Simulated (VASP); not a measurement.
A run of VASP 6.6.1 is set up as follows.

File INCAR:

```
PREC = Accurate ; ENCUT = 500
EDIFF = 1E-7 ; ISMEAR = 0
SIGMA = 0.1 ; LREAL = F
LASPH = T ; NELM = 120
ALGO = Normal ; ISIF = 3
LWAVE = F ; LCHARG = F
GGA = CA ; IBRION = 2
NSW = 100 ; EDIFFG = -0.05
GGA_COMPAT = F ; NELMIN = 4
```

Contents of KPOINTS:

```
regular mesh
0
Gamma
  6 4 4
```

File POSCAR:

```
Zr2Se3S
1.0
   -3.8058696600      0.0000000000      0.0000000000
    0.0000000000      0.0000000000     -6.2284391900
   -0.0000000100     -6.5919596200      0.0000000000
Zr Se S
2 3 1
Direct
    0.5000000000      0.0000000000      0.5000000000
    0.0000000000      0.0000000000      0.0000000000
    0.4999999900      0.2379099700      0.8333333400
   -0.0000000100      0.2379099700      0.3333333400
    0.0000000100      0.7620900300      0.6666666600
    0.5000000000      0.7620900300      0.1666666600
```

Potentials or basis: VASP PAW LDA potentials, release 64 (Zr_sv, Se, S).

The run is started by

```bash
$ cat potpaw_LDA.64/Zr_sv/POTCAR potpaw_LDA.64/Se/POTCAR potpaw_LDA.64/S/POTCAR > POTCAR
$ mpirun -np 1 vasp_std > vasp.out
```

(1) Estimate the relaxed volume.

(2) Predict the relaxed cell.

(3) What does it give for the space group after relaxing (to 0.1 Å)?

Results:

(1) 22.87 Å³/atom.

(2) a = 3.678 Å, b = 5.883 Å, c = 6.341 Å, α = 89.88°, β = 90.00°, γ = 90.00°.

(3) Pm (No. 6).
